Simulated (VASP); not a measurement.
# GaSb in VASP: notebook

GaSb is run at these levels: PBE; tasks: single point.

Program: VASP 6.6.1. These are calculated values, not measurements. Logs are shortened: lines on timing, memory, paths and dates and some standing lists are left out, and cuts for length are marked.

## (1) The cell of the first run

It takes space group F-43m (No. 216, cubic). Conventional cell: a = 6.132 Å, b = 6.132 Å, c = 6.132 Å, α = 90.00°, β = 90.00°, γ = 90.00°. Ga (site symmetry -43m) has 4 Sb at 2.66 Å within 3.5 Å. Within 3.5 Å of Sb (site symmetry -43m) lie 4 Ga at 2.66 Å.

## (2) Single point, PBE

INCAR reads:

```
SYSTEM = GaSb
PREC = Accurate
ENCUT = 520
EDIFF = 1E-6
ISMEAR = -1
SIGMA = 0.02
LREAL = .FALSE.
LASPH = .TRUE.
NELM = 100
ALGO = Normal
ISIF = 2
LWAVE = .FALSE.
LCHARG = .FALSE.
GGA = PE
NBANDS = 16
```

KPOINTS reads:

```
Automatic mesh
0
G
  8 8 8
  0 0 0
```

POSCAR reads:

```
GaSb
1.0
    0.0000000000      3.0658787979      3.0658787979
    3.0658787979      0.0000000000      3.0658787979
    3.0658787979      3.0658787979      0.0000000000
Ga Sb
1 1
Direct
    0.0000000000      0.0000000000      0.0000000000
    0.2500000000      0.2500000000      0.2500000000
```

Potentials or basis: VASP PAW PBE potentials, release 64 (Ga_d, Sb).

On the command line:

```bash
> cat potpaw_PBE.64/Ga_d/POTCAR potpaw_PBE.64/Sb/POTCAR > POTCAR
> mpirun -np 1 vasp_std > vasp.out
```

OUTCAR:

```text
SYSTEM = GaSb
   PREC = Accurate
   ENCUT = 520
   EDIFF = 1E-6
   ISMEAR = -1
   LREAL = .FALSE.
   LASPH = .TRUE.
   NELM = 100
   ISIF = 2
   GGA = PE

 ion  position               nearest neighbor table
   1  0.000  0.000  0.000-   2 2.66   2 2.66   2 2.66   2 2.66
   2  0.250  0.250  0.250-   1 2.66   1 2.66   1 2.66   1 2.66

  LATTYP: Found a face centered cubic cell.
 ALAT       =     6.1317575958

  Lattice vectors:

 A1 = (   0.0000000000,   3.0658787979,   3.0658787979)
 A2 = (   3.0658787979,   0.0000000000,   3.0658787979)
 A3 = (   3.0658787979,   3.0658787979,   0.0000000000)

Analysis of symmetry for initial positions (statically):
=====================================================================
 Subroutine PRICEL returns:
 Original cell was already a primitive cell.

 Routine SETGRP: Setting up the symmetry group for a
 face centered cubic supercell.

 Subroutine GETGRP returns: Found 24 space group operations
 (whereof 24 operations were pure point group operations)
 out of a pool of 48 trial point group operations.

The static configuration has the point symmetry T_d .

Analysis of symmetry for dynamics (positions and initial velocities):
=====================================================================
 Subroutine PRICEL returns:
 Original cell was already a primitive cell.

 Routine SETGRP: Setting up the symmetry group for a
 face centered cubic supercell.

 Subroutine GETGRP returns: Found 24 space group operations
 (whereof 24 operations were pure point group operations)
 out of a pool of 48 trial point group operations.

The dynamic configuration has the point symmetry T_d .

 Subroutine INISYM returns: Found 24 space group operations
 (whereof 24 operations are pure point group operations),
 and found     1 'primitive' translations

----------------------------------------------------------------------------------------

                                     Primitive cell

  volume of cell :      57.6361

  direct lattice vectors                    reciprocal lattice vectors
     0.000000000  3.065878798  3.065878798    -0.163085377  0.163085377  0.163085377
     3.065878798  0.000000000  3.065878798     0.163085377 -0.163085377  0.163085377
     3.065878798  3.065878798  0.000000000     0.163085377  0.163085377 -0.163085377

  length of vectors
     4.335807377  4.335807377  4.335807377     0.282472159  0.282472159  0.282472159

  position of ions in fractional coordinates (direct lattice)
     0.000000000  0.000000000  0.000000000
     0.250000000  0.250000000  0.250000000

  ion indices of the primitive-cell ions
   primitive index   ion index
                 1           1
                 2           2

----------------------------------------------------------------------------------------

 KPOINTS: Automatic mesh

Automatic generation of k-mesh.
 Grid dimensions read from file:
 generate k-points for:    8    8    8

 Generating k-lattice:

  Cartesian coordinates                     Fractional coordinates (reciprocal lattice)
    -0.020385672  0.020385672  0.020385672     0.125000000  0.000000000  0.000000000
     0.020385672 -0.020385672  0.020385672     0.000000000  0.125000000  0.000000000
     0.020385672  0.020385672 -0.020385672     0.000000000  0.000000000  0.125000000

  Length of vectors
     0.035309020  0.035309020  0.035309020

  Shift w.r.t. Gamma in fractional coordinates (k-lattice)
     0.000000000  0.000000000  0.000000000

 Subroutine IBZKPT returns following result:
 ===========================================

 Found     29 irreducible k-points:

 Following reciprocal coordinates:
            Coordinates               Weight
  0.000000  0.000000  0.000000      1.000000
  0.125000  0.000000  0.000000      8.000000
  0.250000  0.000000  0.000000      8.000000
  0.375000  0.000000  0.000000      8.000000
  0.500000  0.000000  0.000000      4.000000
  0.125000  0.125000  0.000000      6.000000
[... 16 lines left out ...]
  0.500000  0.250000  0.125000     48.000000
 -0.375000  0.250000  0.125000     24.000000
 [... further k-points ...]
   k-points           NKPTS =     29   k-points in BZ     NKDIM =     29   number of bands    NBANDS=     16
   number of dos      NEDOS =    301   number of ions     NIONS =      2
   total plane-waves  NPLWV =  32768
   dimension x,y,z NGX =    32 NGY =   32 NGZ =   32
   dimension x,y,z NGXF=    64 NGYF=   64 NGZF=   64
   ions per type =               1   1
   NGX,Y,Z   is equivalent  to a cutoff of  12.27, 12.27, 12.27 a.u.
   NGXF,Y,Z  is equivalent  to a cutoff of  24.54, 24.54, 24.54 a.u.
 SYSTEM =  GaSb
   PREC   = accura    normal or accurate (medium, high low for compatibility)
   ISTART =      0    job   : 0-new  1-cont  2-samecut
   ICHARG =      2    charge: 1-file 2-atom 10-const
   ISPIN  =      1    spin polarized calculation?
   LNONCOLLINEAR =      F non collinear calculations
   LSORBIT =      F    spin-orbit coupling
[... 47 lines left out ...]

  energy without entropy =       -7.35112529  energy(sigma->0) =       -7.35121235

 E-fermi :   4.8219     XC(G=0):  -9.0589

 val. band max:        4.8025266520   @ k =   0.0000   0.0000   0.0000
 cond. band min:       5.1918048161   @ k =   0.5000   0.0000   0.0000
 fundamental gap:      0.3892781641
 Fermi energy:         4.8219204758

 k-point     1 :       0.0000    0.0000    0.0000
  band No.  band energies     occupation
      1     -10.2189      2.00000
      2     -10.2189      2.00000
      3     -10.2189      2.00000
      4     -10.1703      2.00000
      5     -10.1703      2.00000
      6      -6.6271      2.00000
[... 8 lines left out ...]
     15      13.3812      0.00000
     16      13.3812      0.00000

 k-point     2 :       0.1250    0.0000    0.0000
  band No.  band energies     occupation
      1     -10.2230      2.00000
      2     -10.2172      2.00000
      3     -10.2172      2.00000
      4     -10.1705      2.00000
      5     -10.1705      2.00000
      6      -6.4686      2.00000
[... 8 lines left out ...]
     15      12.5945      0.00000
     16      12.5945      0.00000

 k-point     3 :       0.2500    0.0000    0.0000
  band No.  band energies     occupation
      1     -10.2325      2.00000
      2     -10.2132      2.00000
      3     -10.2132      2.00000
      4     -10.1707      2.00000
      5     -10.1707      2.00000
      6      -6.0172      2.00000
[... 8 lines left out ...]
     15      12.3801      0.00000
     16      12.3801      0.00000

 k-point     4 :       0.3750    0.0000    0.0000
  band No.  band energies     occupation
      1     -10.2419      2.00000
      2     -10.2097      2.00000
      3     -10.2097      2.00000
      4     -10.1703      2.00000
      5     -10.1703      2.00000
      6      -5.3921      2.00000
[... 8 lines left out ...]
     15      13.3274      0.00000
     16      13.3274      0.00000

 k-point     5 :       0.5000    0.0000    0.0000
  band No.  band energies     occupation
      1     -10.2458      2.00000
      2     -10.2085      2.00000
      3     -10.2085      2.00000
      4     -10.1700      2.00000
      5     -10.1700      2.00000
      6      -5.0199      2.00000
[... 8 lines left out ...]
     15      14.6725      0.00000
     16      14.6725      0.00000

 k-point     6 :       0.1250    0.1250    0.0000
  band No.  band energies     occupation
      1     -10.2262      2.00000
      2     -10.2155      2.00000
      3     -10.2155      2.00000
      4     -10.1716      2.00000
      5     -10.1697      2.00000
      6      -6.4150      2.00000
[... 8 lines left out ...]
     15      11.7119      0.00000
     16      13.5808      0.00000
[... 267 lines left out ...]
 k-point    21 :       0.5000    0.5000    0.0000
  band No.  band energies     occupation
      1     -10.2628      2.00000
      2     -10.1949      2.00000
      3     -10.1949      2.00000
      4     -10.1819      2.00000
      5     -10.1662      2.00000
      6      -4.1997      2.00000
[... 8 lines left out ...]
     15      15.5717      0.00000
     16      16.0707      0.00000

 k-point    22 :       0.3750    0.2500    0.1250
  band No.  band energies     occupation
      1     -10.2421      2.00000
      2     -10.2086      2.00000
      3     -10.2072      2.00000
      4     -10.1741      2.00000
      5     -10.1689      2.00000
      6      -5.6233      2.00000
[... 8 lines left out ...]
     15      13.8514      0.00000
     16      14.0721      0.00000

 k-point    23 :       0.5000    0.2500    0.1250
  band No.  band energies     occupation
      1     -10.2484      2.00000
      2     -10.2062      2.00000
      3     -10.2039      2.00000
      4     -10.1740      2.00000
      5     -10.1694      2.00000
      6      -5.0245      2.00000
[... 8 lines left out ...]
     15      13.5463      0.00000
     16      14.9534      0.00000

 k-point    24 :      -0.3750    0.2500    0.1250
  band No.  band energies     occupation
      1     -10.2508      2.00000
      2     -10.2055      2.00000
      3     -10.2026      2.00000
      4     -10.1732      2.00000
      5     -10.1701      2.00000
      6      -4.6697      2.00000
[... 8 lines left out ...]
     15      14.4482      0.00000
     16      14.9443      0.00000

 [... further k-points ...]
[... 5 lines left out ...]
  --------------------------------------------------------------------------------------
  -------------------------------------------------------------------------------------
  Total        0.7367551      0.7367551      0.7367551      0.0000000      0.0000000     -0.0000000
  in kB       20.4804164     20.4804164     20.4804164      0.0000000      0.0000000     -0.0000000
  external PRESSURE =      20.4804164 kB  Pullay stress =       0.0000000 kB

 VOLUME and BASIS-vectors are now :
 -----------------------------------------------------------------------------
  energy-cutoff  :      520.00
  volume of cell :       57.64
      direct lattice vectors                 reciprocal lattice vectors
     0.000000000  3.065878798  3.065878798    -0.163085377  0.163085377  0.163085377
     3.065878798  0.000000000  3.065878798     0.163085377 -0.163085377  0.163085377
     3.065878798  3.065878798  0.000000000     0.163085377  0.163085377 -0.163085377

 POSITION                                       TOTAL-FORCE (eV/Angst)
 -----------------------------------------------------------------------------------
      0.00000      0.00000      0.00000         0.000000     -0.000000      0.000000
      1.53294      1.53294      1.53294        -0.000000      0.000000     -0.000000
 -----------------------------------------------------------------------------------
    total drift:                                0.000002      0.000002      0.000002

  FREE ENERGIE OF THE ION-ELECTRON SYSTEM (eV)
  ---------------------------------------------------
  free  energy   TOTEN  =        -7.3512994085 eV

  energy  without entropy=       -7.3511252948  energy(sigma->0) =       -7.35121235
```

It took 12 s on 1 thread of Intel Xeon Platinum 8488C (Sapphire Rapids), shared host; peak memory 0.18 GiB.

What came out:

```
Free energy            : -7.3513 eV
Pressure               : 2.0 GPa
Band gap on the k mesh : zero (filled and empty bands touch)
```

Caveat: spin-orbit coupling is left out, which moves the levels of the heavy elements.

## (3) Single point, PBE (uniaxial z strain -2.0%)

INCAR reads:

```
SYSTEM = GaSb
ALGO = Normal ; EDIFF = 1E-6
ENCUT = 520 ; GGA = PE
ISIF = 2 ; ISMEAR = -1
LASPH = .True. ; LCHARG = .False.
LREAL = .False. ; LWAVE = .False.
NBANDS = 16 ; NELM = 100
PREC = Accurate ; SIGMA = 0.02
```

KPOINTS reads:

```
k-points
0
Gamma
  8 8 8
  0 0 0
```

POSCAR reads:

```
GaSb
1.0
    0.0000000000      3.0658787979      3.0045612220
    3.0658787979      0.0000000000      3.0045612220
    3.0658787979      3.0658787979      0.0000000000
Ga Sb
1 1
Direct
    0.0000000000      0.0000000000      0.0000000000
    0.2500000000      0.2500000000      0.2500000000
```

Potentials or basis: VASP PAW PBE potentials, release 64 (Ga_d, Sb).

On the command line:

```bash
> cat potpaw_PBE.64/Ga_d/POTCAR potpaw_PBE.64/Sb/POTCAR > POTCAR
> mpirun -np 1 vasp_std > vasp.out
```

It took 21 s on 1 thread of Intel Xeon Platinum 8488C (Sapphire Rapids), shared host; peak memory 0.2 GiB.

Results (log left out):

```
Free energy            : -7.3307 eV
Pressure               : 3.1 GPa
Band gap on the k mesh : 0.05 eV, direct
```

Stress tensor (GPa, compression positive):
```
2.87 0.00 0.00
0.00 2.87 0.00
0.00 0.00 3.70
```

Levels at points of the mesh, in eV from the valence-band top:
| k point | band 6 | band 7 | band 8 | band 9 | band 10 | band 11 | band 12 | band 13 |
| --- | --- | --- | --- | --- | --- | --- | --- | --- |
| (0.00, 0.00, 0.00) | -11.65 | -0.12 | -0.12 | 0.00 | 0.05 | 2.66 | 2.72 | 2.72 |
| (0.50, 0.00, 0.00) | -9.99 | -6.51 | -1.33 | -1.18 | 0.35 | 3.61 | 3.73 | 6.38 |
| (0.50, 0.50, 0.00) | -9.09 | -6.89 | -2.78 | -2.78 | 0.71 | 1.07 | 8.70 | 8.70 |
| (0.50, 0.00, 0.50) | -9.16 | -6.98 | -2.66 | -2.65 | 0.87 | 1.19 | 8.66 | 8.67 |

Caveat: the cell differs from its parent crystal (uniaxial z strain -2.0%); spin-orbit coupling is left out, which moves the levels of the heavy elements.

## (4) Single point, PBE (uniaxial z strain -1.0%)

INCAR reads:

```
PREC = Accurate ; ENCUT = 520
EDIFF = 1E-7 ; ISMEAR = -1
SIGMA = 0.02 ; LREAL = F
LASPH = T ; NELM = 80
ALGO = Normal ; ISIF = 2
LWAVE = F ; LCHARG = F
GGA = PE ; NBANDS = 16
```

KPOINTS reads:

```
Automatic mesh
0
Gamma
  8 8 8
```

POSCAR reads:

```
GaSb
1.0
    0.0000000000      3.0658787979      3.0352200099
    3.0658787979      0.0000000000      3.0352200099
    3.0658787979      3.0658787979      0.0000000000
Ga Sb
1 1
Direct
    0.0000000000      0.0000000000      0.0000000000
    0.2500000000      0.2500000000      0.2500000000
```

On the command line:

```bash
> cat potpaw_PBE.64/Ga_d/POTCAR potpaw_PBE.64/Sb/POTCAR > POTCAR
> mpirun -np 1 vasp_std > vasp.out
```

It took 24 s on 1 thread of Intel Xeon Platinum 8488C (Sapphire Rapids), shared host; peak memory 0.2 GiB.

It converged, with:

* Free energy: -7.3425 eV
* Pressure: 2.6 GPa
* Band gap on the k mesh: 0.02 eV, direct

Stress tensor (GPa, compression positive):
```
2.45 0.00 0.00
0.00 2.45 0.00
0.00 0.00 2.86
```

Levels at points of the mesh, in eV from the valence-band top:
```csv
k point,band 6,band 7,band 8,band 9,band 10,band 11,band 12,band 13
"(0.00, 0.00, 0.00)",-11.54,-0.06,-0.06,0.00,0.02,2.72,2.75,2.75
"(0.50, 0.00, 0.00)",-9.90,-6.42,-1.24,-1.16,0.37,3.68,3.74,6.43
"(0.50, 0.50, 0.00)",-9.05,-6.84,-2.66,-2.66,0.81,1.17,8.67,8.67
"(0.50, 0.00, 0.50)",-9.08,-6.88,-2.61,-2.60,0.89,1.23,8.66,8.66
```

Caveat: the cell differs from its parent crystal (uniaxial z strain -1.0%); spin-orbit coupling is left out, which moves the levels of the heavy elements.

## (5) Single point, PBE (uniaxial z strain +1.0%)

INCAR reads:

```
ALGO = Normal ; EDIFF = 1E-7
ENCUT = 520 ; GGA = PE
ISIF = 2 ; ISMEAR = -1
LASPH = True ; LCHARG = False
LREAL = False ; LWAVE = False
NBANDS = 16 ; NELM = 80
PREC = Accurate ; SIGMA = 0.02
```

KPOINTS reads:

```
k-points
0
Gamma
  8 8 8
```

POSCAR reads:

```
GaSb
1.0
    0.0000000000      3.0658787979      3.0965375859
    3.0658787979      0.0000000000      3.0965375859
    3.0658787979      3.0658787979      0.0000000000
Ga Sb
1 1
Direct
    0.0000000000      0.0000000000      0.0000000000
    0.2500000000      0.2500000000      0.2500000000
```

On the command line:

```bash
> cat potpaw_PBE.64/Ga_d/POTCAR potpaw_PBE.64/Sb/POTCAR > POTCAR
> mpirun -np 1 vasp_std > vasp.out
```

Wall time 24 s (1 thread of Intel Xeon Platinum 8488C (Sapphire Rapids), shared host); peak memory 0.2 GiB.

It converged, with:

* Free energy: -7.3573 eV
* Pressure: 1.5 GPa
* Band gap on the k mesh: zero (filled and empty bands touch)

Stress tensor (GPa, compression positive):
```
1.68 0.00 0.00
0.00 1.68 0.00
0.00 0.00 1.27
```

Levels at points of the mesh, in eV from the Fermi level:
```csv
k point,band 5,band 6,band 7,band 8,band 9,band 10,band 11,band 12,band 13,band 14
"(0.00, 0.00, 0.00)",-14.98,-11.38,-0.10,-0.06,0.00,0.00,2.75,2.75,2.78,5.77
"(0.50, 0.00, 0.00)",-14.98,-9.80,-6.31,-1.19,-1.11,0.35,3.70,3.75,6.46,9.23
"(0.50, 0.50, 0.00)",-14.97,-9.02,-6.79,-2.50,-2.50,0.95,1.30,8.55,8.55,9.88
"(0.50, 0.00, 0.50)",-14.97,-8.98,-6.74,-2.56,-2.55,0.88,1.24,8.55,8.55,9.91
```

Caveat: the cell differs from its parent crystal (uniaxial z strain +1.0%); spin-orbit coupling is left out, which moves the levels of the heavy elements.

## (6) Single point, PBE (uniaxial z strain +2.0%)

INCAR reads:

```
SYSTEM = GaSb
ALGO = Normal
EDIFF = 1E-6
ENCUT = 520
GGA = PE
ISIF = 2
ISMEAR = -1
LASPH = .True.
LCHARG = .True.
LELF = .True.
LREAL = .False.
LVHAR = .True.
LWAVE = .False.
NBANDS = 16
NELM = 100
PREC = Accurate
SIGMA = 0.02
```

KPOINTS reads:

```
k-points
0
Gamma
  8 8 8
  0 0 0
```

POSCAR reads:

```
GaSb
1.0
    0.0000000000      3.0658787979      3.1271963739
    3.0658787979      0.0000000000      3.1271963739
    3.0658787979      3.0658787979      0.0000000000
Ga Sb
1 1
Direct
    0.0000000000      0.0000000000      0.0000000000
    0.2500000000      0.2500000000      0.2500000000
```

Potentials or basis: VASP PAW PBE potentials, release 64 (Ga_d, Sb).

On the command line:

```bash
> cat potpaw_PBE.64/Ga_d/POTCAR potpaw_PBE.64/Sb/POTCAR > POTCAR
> mpirun -np 1 vasp_std > vasp.out
```

Wall time 32 s (1 thread of Intel Xeon Platinum 8488C (Sapphire Rapids), shared host); peak memory 0.22 GiB.

The run converged. Its results:

* Free energy: -7.3604 eV
* Pressure: 1.0 GPa
* Band gap on the k mesh: zero (filled and empty bands touch)

Stress tensor (GPa, compression positive):
```
1.30 0.00 0.00
0.00 1.30 0.00
0.00 0.00 0.45
```

Levels at points of the mesh, in eV from the Fermi level:
| k point | band 6 | band 7 | band 8 | band 9 | band 10 | band 11 | band 12 | band 13 |
| --- | --- | --- | --- | --- | --- | --- | --- | --- |
| (0.00, 0.00, 0.00) | -11.33 | -0.19 | -0.12 | 0.00 | 0.00 | 2.73 | 2.73 | 2.79 |
| (0.50, 0.00, 0.00) | -9.78 | -6.27 | -1.22 | -1.08 | 0.31 | 3.66 | 3.76 | 6.45 |
| (0.50, 0.50, 0.00) | -9.03 | -6.79 | -2.44 | -2.44 | 0.99 | 1.34 | 8.46 | 8.46 |
| (0.50, 0.00, 0.50) | -8.96 | -6.70 | -2.57 | -2.55 | 0.85 | 1.22 | 8.45 | 8.46 |

Caveat: the cell differs from its parent crystal (uniaxial z strain +2.0%); spin-orbit coupling is left out, which moves the levels of the heavy elements.

## (7) Overview

```csv
cell,gap on the mesh (eV),pressure (GPa)
"a = 4.336 Å, angles 60.0°, 2 atoms",none,2.0
"a = 4.293, b = 4.293, c = 4.336 Å, angles 59.7, 59.7, 60.7°, 2 atoms",0.05,3.1
"a = 4.314, b = 4.314, c = 4.336 Å, angles 59.8, 59.8, 60.3°, 2 atoms",0.02,2.6
"a = 4.358, b = 4.358, c = 4.336 Å, angles 60.2, 60.2, 59.7°, 2 atoms",none,1.5
"a = 4.379, b = 4.379, c = 4.336 Å, angles 60.3, 60.3, 59.3°, 2 atoms",none,1.0
```

Alike in all rows: task single point; level PBE; potentials or basis VASP PAW PBE potentials, release 64 (Ga_d, Sb); no spin polarisation; k mesh 8 × 8 × 8; cutoff (eV) 520; smearing fermi-dirac 0.02 eV.

Caveats: spin-orbit coupling is left out, which moves the levels of the heavy elements.

Absolute energies hang on the potentials; compare differences alone.
